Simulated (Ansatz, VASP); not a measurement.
**WSe2 in VASP and in Ansatz**

```
CELL_PARAMETERS angstrom
3.28535 0.00000 0.00000
-1.64268 2.84520 0.00000
0.00000 0.00000 20.36986
ATOMIC_POSITIONS crystal
Se 0.33333 0.66667 0.41728
Se 0.33333 0.66667 0.58272
W 0.66667 0.33333 0.50000
```

Alike in both runs: task single point; functional PBE; dispersion D3(BJ); k mesh 30 × 30 × 1; occupations gaussian, width 0.05 eV; no spin polarisation.

|  | VASP | Ansatz |
| --- | --- | --- |
| version | VASP 6.6.1 | Ansatz 0.2.0 |
| potentials or method | VASP PAW PBE potentials, release 64 (Se, W_sv), cutoff 520 eV | scalar-relativistic, plane waves, PAW |
| valence electrons in the cell | 26 | 46 |

```tsv
	VASP	Ansatz	Ansatz less VASP
gap on the k mesh at the Fermi level (eV)	1.65	1.65	-0.001
rms of the force components (eV/Å)	0.021	0.001	-0.0193
```

VASP's potentials hold 26 valence electrons a cell and Ansatz's 46, so a difference there can come from the potentials and not from the codes. Ansatz's warnings: published levels not confirmed.

Spin-orbit coupling is off throughout.
